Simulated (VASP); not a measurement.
Here is a VASP 6.6.1 calculation.

The input INCAR:

```
SYSTEM = AlGa3N4
  PREC = Accurate
  ENCUT = 520
  EDIFF = 1E-6
  ISMEAR = 0
  SIGMA = 0.05
  LREAL = .FALSE.
  LASPH = .TRUE.
  NELM = 80
  ALGO = Normal
  ISIF = 2
  LWAVE = .FALSE.
  LCHARG = .FALSE.
  NBANDS = 41
```

The input KPOINTS:

```
regular mesh
0
G
  6 6 6
  0 0 0
```

File POSCAR:

```
AlGa3N4
1.0
    4.2939496006      0.1549363258      0.1549363258
    0.1549363258      4.2939496006      0.1549363258
    0.1549363258      0.1549363258      4.2939496006
Al Ga N
1 3 4
Direct
    0.0000000000      0.0000000000      0.0000000000
    0.5000000000      0.5000000000      0.0000000000
    0.5000000000      0.0000000000      0.5000000000
    0.0000000000      0.5000000000      0.5000000000
    0.7548078379      0.7548078379      0.2451921621
    0.7548078379      0.2451921621      0.7548078379
    0.2451921621      0.7548078379      0.7548078379
    0.2451921621      0.2451921621      0.2451921621
```

Potentials or basis: VASP PAW LDA potentials, release 64 (Al, Ga_d, N).

Launch:

```bash
$ cat potpaw_LDA.64/Al/POTCAR potpaw_LDA.64/Ga_d/POTCAR potpaw_LDA.64/N/POTCAR > POTCAR
$ mpirun -np 1 vasp_std > vasp.out
```

Task: What does it give for the largest force?

Result: 1.618 eV/Å.

Task: What does it give for the band gap on the k mesh?

Result: 2.60 eV.

Task: Predict the pressure.

Result: 29.1 GPa.

Forces on the atoms (eV/Å):
```
Al   0.782  0.782  0.782
Ga   0.816  0.816  0.816
Ga   0.816  0.816  0.816
Ga   0.816  0.816  0.816
N   -0.742 -0.742 -0.811
N   -0.742 -0.811 -0.742
N   -0.811 -0.742 -0.742
N   -0.934 -0.934 -0.934
```

Caveat: the cell stands under pressure; forces of over 1 eV/Å act on the atoms, so gaps and moduli don't describe the material at rest.
